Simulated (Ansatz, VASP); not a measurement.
# Two plane-wave programs on HfO2

The input INCAR:

```
SYSTEM = HfO2
  PREC = Accurate
  ENCUT = 600
  EDIFF = 1E-6
  ISMEAR = 0
  SIGMA = 0.02
  LREAL = .FALSE.
  LASPH = .TRUE.
  NELM = 100
  ALGO = Normal
  ISIF = 3
  LWAVE = .FALSE.
  LCHARG = .FALSE.
  GGA = PE
  IBRION = 2
  NSW = 80
  EDIFFG = -0.015
```

The input KPOINTS:

```
regular mesh
0
G
  6 4 6
  0 0 0
```

Contents of POSCAR:

```
HfO2
1.0
   -4.0194223587     -4.0194223587      0.0000000000
   -4.0194223587      4.0194223587      0.0000000000
    2.0097111793      2.0097111793     -5.3212988042
Hf O
4 8
Direct
    0.5000000000      0.5000000000      0.0000000000
    1.0000000000      1.0000000000      0.0000000000
    0.0000000000      0.7500000000      0.5000000000
    0.5000000000      0.2500000000      0.5000000000
    0.7982768228      0.7500000000      0.0965536456
    0.2982768228      0.2500000000      0.0965536456
    0.2982768228      0.5000000000      0.5965536456
    0.7982768228      0.0000000000      0.5965536456
    0.2017231772      0.7500000000      0.9034463544
    0.7017231772      0.2500000000      0.9034463544
    0.7017231772      0.5000000000      0.4034463544
    0.2017231772      0.0000000000      0.4034463544
```

Input for Ansatz:

```yaml
crystal:
  lattice:
    - [-4.0194223587, -4.0194223587, 0.0]
    - [-4.0194223587, 4.0194223587, 0.0]
    - [2.0097111793, 2.0097111793, -5.3212988042]
  atoms:
    - { symbol: Hf, position: [0.5, 0.5, 0.0] }
    - { symbol: Hf, position: [1.0, 1.0, 0.0] }
    - { symbol: Hf, position: [0.0, 0.75, 0.5] }
    - { symbol: Hf, position: [0.5, 0.25, 0.5] }
    - { symbol: O, position: [0.7982768228, 0.75, 0.0965536456] }
    - { symbol: O, position: [0.2982768228, 0.25, 0.0965536456] }
    - { symbol: O, position: [0.2982768228, 0.5, 0.5965536456] }
    - { symbol: O, position: [0.7982768228, 0.0, 0.5965536456] }
    - { symbol: O, position: [0.2017231772, 0.75, 0.9034463544] }
    - { symbol: O, position: [0.7017231772, 0.25, 0.9034463544] }
    - { symbol: O, position: [0.7017231772, 0.5, 0.4034463544] }
    - { symbol: O, position: [0.2017231772, 0.0, 0.4034463544] }
basis:
  ecutwfc: 420
kpoints:
  mp_grid: { grid: [6, 4, 6] }
hamiltonian:
  xc: pbe
scf:
  occupations: { method: gaussian, width: 0.02 }
output:
  forces: true
  stress: true
  eigenvalues: true
  write_density: true
  write_potential: true
  elf: true
  volumetric_format: npy
relax:
  adjacent_minimum: "off"
  f_tol: 0.015
  max_steps: 60
  cell: { stress_tol: 0.15 }
```

Alike in both runs: task relaxation of cell and atoms; functional PBE; k mesh 6 × 4 × 6; occupations gaussian, width 0.02 eV; no spin polarisation.

|  | VASP | Ansatz |
| --- | --- | --- |
| version | VASP 6.6.1 | Ansatz 0.2.0 |
| potentials or method | VASP PAW PBE potentials, release 64 (Hf_pv, O), cutoff 600 eV | scalar-relativistic, plane waves, PAW |
| valence electrons in the cell | 88 | 152 |

|  | VASP | Ansatz | Ansatz less VASP |
| --- | --- | --- | --- |
| gap on the k mesh at the Fermi level, each at its own relaxed structure (eV) | 4.45 | 4.42 | -0.030 |
| relaxed volume (Å³/atom) | 14.13 | 14.33 | +0.196 |
| relaxed length of the cell vector where the two differ most in proportion (Å) | 6.004 | 6.033 | +0.0284 |

VASP's potentials hold 88 valence electrons a cell and Ansatz's 152, so a difference there can come from the potentials and not from the codes.

Neither program's run includes spin-orbit coupling.
